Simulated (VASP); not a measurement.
# Pt in VASP: notebook, part 2 of 2

VASP 6.6.1. Earlier steps stand in the parts before.

### 3 Single point, PBE, collinear spin, ferromagnetic start

This run uses another cell than the first one, of 130.52 Å³/atom, 0.654 times its volume.

INCAR

```
SYSTEM = Pt
  PREC = Accurate
  ENCUT = 520
  EDIFF = 1E-7
  ISMEAR = 0
  SIGMA = 0.05
  LREAL = .FALSE.
  LASPH = .TRUE.
  NELM = 150
  ALGO = Normal
  ISIF = 2
  LWAVE = .FALSE.
  LCHARG = .FALSE.
  ISPIN = 2
  MAGMOM = 1.5 1.5
  LORBIT = 11
  LMAXMIX = 4
  GGA = PE
  NBANDS = 21
```

KPOINTS

```
Automatic mesh
0
G
  1 1 24
  0 0 0
```

POSCAR

```
Pt
1.0
   11.3000000000      0.0000000000      0.0000000000
    0.0000000000      9.3000000000      0.0000000000
    0.0000000000      0.0000000000      2.4839834602
Pt
2
Direct
    0.3971387617      0.5000000000      0.0000000000
    0.6028612383      0.5000000000      0.5000000000
```

Potentials or basis: VASP PAW PBE potentials, release 64 (Pt).

The run is started by

```console
$ cat potpaw_PBE.64/Pt/POTCAR > POTCAR
$ mpirun -np 1 vasp_std > vasp.out
```

OUTCAR:

```text
SYSTEM = Pt
   PREC = Accurate
   ENCUT = 520
   EDIFF = 1E-7
   ISMEAR = 0
   LREAL = .FALSE.
   LASPH = .TRUE.
   NELM = 150
   ISIF = 2
   ISPIN = 2
   LORBIT = 11
   GGA = PE

 ion  position               nearest neighbor table
   1  0.397  0.500  0.000-   2 2.64   2 2.64
   2  0.603  0.500  0.500-   1 2.64   1 2.64

  LATTYP: Found a simple orthorhombic cell.
 ALAT       =     2.4839834602
 B/A-ratio  =     3.7439862821
 C/A-ratio  =     4.5491446224

  Lattice vectors:

 A1 = (   0.0000000000,   0.0000000000,  -2.4839834602)
 A2 = (   0.0000000000,   9.3000000000,   0.0000000000)
 A3 = (  11.3000000000,   0.0000000000,   0.0000000000)

Analysis of symmetry for initial positions (statically):
=====================================================================
 Subroutine PRICEL returns:
 Original cell was already a primitive cell.

 Routine SETGRP: Setting up the symmetry group for a
 simple orthorhombic supercell.

 Subroutine GETGRP returns: Found  8 space group operations
[... 498 lines left out ...]
      3      -7.3026      1.00000
      4      -6.6257      1.00000
      5      -5.7004      1.00000
      6      -4.8681      1.00000
[... 301 lines left out ...]
     20       7.8643      0.00000
     21       8.1992      0.00000

------------------------ aborting loop because EDIFF is reached ----------------------------------------

  FORCE on cell =-STRESS in cart. coord.  units (eV):
  Direction    XX          YY          ZZ          XY          YZ          ZX
  --------------------------------------------------------------------------------------
  -------------------------------------------------------------------------------------
  Total       -0.0285604     -0.0358561     -0.1974511      0.0000000      0.0000000      0.0000000
  in kB       -0.1752928     -0.2200715     -1.2118813      0.0000000      0.0000000      0.0000000
  external PRESSURE =      -0.5357485 kB  Pullay stress =       0.0000000 kB

 VOLUME and BASIS-vectors are now :
 -----------------------------------------------------------------------------
  energy-cutoff  :      520.00
  volume of cell :      261.04
      direct lattice vectors                 reciprocal lattice vectors
    11.300000000  0.000000000  0.000000000     0.088495575  0.000000000  0.000000000
     0.000000000  9.300000000  0.000000000     0.000000000  0.107526882  0.000000000
     0.000000000  0.000000000  2.483983460     0.000000000  0.000000000  0.402579170

 POSITION                                       TOTAL-FORCE (eV/Angst)
 -----------------------------------------------------------------------------------
      4.48767      4.65000      0.00000         0.002944      0.000000      0.000000
      6.81233      4.65000      1.24199        -0.002944      0.000000      0.000000
 -----------------------------------------------------------------------------------
    total drift:                                0.000000      0.000000     -0.000000

  FREE ENERGIE OF THE ION-ELECTRON SYSTEM (eV)
  ---------------------------------------------------
  free  energy   TOTEN  =        -8.3520375344 eV

  energy  without entropy=       -8.3467313675  energy(sigma->0) =       -8.34938445

 total charge

# of ion       s       p       d       tot
------------------------------------------
    1        0.725   0.340   8.047   9.112
    2        0.725   0.340   8.047   9.112
--------------------------------------------------
tot          1.449   0.679  16.095  18.223

 magnetization (x)

# of ion       s       p       d       tot
------------------------------------------
    1        0.029   0.016   0.173   0.217
    2        0.029   0.016   0.173   0.217
--------------------------------------------------
tot          0.057   0.032   0.345   0.435
```

Wall time 1.7 min (1 thread of AMD EPYC 9R45 (Zen 5), shared host); peak memory 0.41 GiB.

What came out:

```
Free energy                                           : -8.3520 eV
Net moment                                            : 0.51 μB per cell
Site moments                                          : Pt +0.22 μB
Valence electrons inside the program's atomic spheres : Pt 9.11
```

Forces on the atoms (eV/Å):
```
Pt   0.003  0.000  0.000
Pt  -0.003  0.000  0.000
```

Caveat: spin-orbit coupling is left out, which moves the levels of the heavy elements.

### 4 Single point, PBE, collinear spin, ferromagnetic start

This run uses another cell than the first one, of 213.59 Å³/atom, 1.070 times its volume.

INCAR

```
SYSTEM = Pt
  PREC = Accurate
  ENCUT = 520
  EDIFF = 1E-7
  ISMEAR = 0
  SIGMA = 0.05
  LREAL = .False.
  LASPH = .True.
  NELM = 150
  ALGO = Normal
  ISIF = 2
  LWAVE = .False.
  LCHARG = .False.
  ISPIN = 2
  MAGMOM = 1.5 1.5
  LORBIT = 11
  LMAXMIX = 4
  GGA = PE
  NBANDS = 21
```

KPOINTS

```
Automatic mesh
0
Gamma
  1 1 14
  0 0 0
```

POSCAR

```
Pt
1.0
   10.1000000000      0.0000000000      0.0000000000
    0.0000000000      9.3000000000      0.0000000000
    0.0000000000      0.0000000000      4.5478170943
Pt
2
Direct
    0.4437151350      0.5000000000      0.0000000000
    0.5562848650      0.5000000000      0.5000000000
```

The run is started by

```console
$ cat potpaw_PBE.64/Pt/POTCAR > POTCAR
$ mpirun -np 1 vasp_std > vasp.out
```

Run time: 1.9 min. Hardware: 1 thread of AMD EPYC 9R45 (Zen 5), shared host; peak memory 0.63 GiB.

It converged, with:

```yaml
Free_energy: -7.1469 eV
Largest_force: 1.539 eV/Å
Net_moment: 1.29 μB per cell
Site_moments: Pt +0.62 μB
Valence_electrons_inside_the_program's_atomic_spheres: Pt 8.85
```

Forces in eV/Å, atoms in the order of the input:
```
Pt   1.539  0.000  0.000
Pt  -1.539  0.000  0.000
```

Levels at points of the mesh, in eV from the Fermi level:
Spin up:
| k point | band 7 | band 8 | band 9 | band 10 | band 11 | band 12 | band 13 | band 14 | band 15 | band 16 |
| --- | --- | --- | --- | --- | --- | --- | --- | --- | --- | --- |
| (0.00, 0.00, 0.00) | -1.23 | -1.12 | -0.83 | -0.31 | -0.27 | 2.26 | 3.67 | 5.21 | 6.12 | 6.25 |
| (0.00, 0.00, 0.50) | -0.58 | -0.58 | -0.56 | -0.56 | 0.66 | 0.66 | 4.89 | 4.89 | 6.04 | 6.04 |
Spin down:
```tsv
k point	band 5	band 6	band 7	band 8	band 9	band 10	band 11	band 12	band 13	band 14
(0.00, 0.00, 0.00)	-1.00	-0.96	-0.82	-0.70	-0.50	-0.02	0.48	2.43	3.75	5.23
(0.00, 0.00, 0.50)	-0.98	-0.98	-0.34	-0.34	-0.02	-0.02	0.98	0.98	5.00	5.00
```

Caveat: spin-orbit coupling is left out, which moves the levels of the heavy elements.

### 5 Overview

| cell | k mesh | gap on the mesh (eV) | moment (μB) | largest force (eV/Å) |
| --- | --- | --- | --- | --- |
| a = 10.100, b = 9.300, c = 4.250 Å, 2 atoms | 1 × 1 × 14 | 0.09 | 0.00 | 0.07 |
| a = 11.300, b = 9.300, c = 2.484 Å, 2 atoms | 1 × 1 × 24 | none | 0.51 | - |
| a = 10.100, b = 9.300, c = 4.548 Å, 2 atoms | 1 × 1 × 14 | none | 1.29 | 1.54 |

Alike in all rows: task single point; level PBE; potentials or basis VASP PAW PBE potentials, release 64 (Pt); spin collinear, ferromagnetic start; cutoff (eV) 520; smearing gaussian 0.05 eV.

Caveats: spin-orbit coupling is left out, which moves the levels of the heavy elements.

Absolute energies hang on the potentials; compare differences alone.
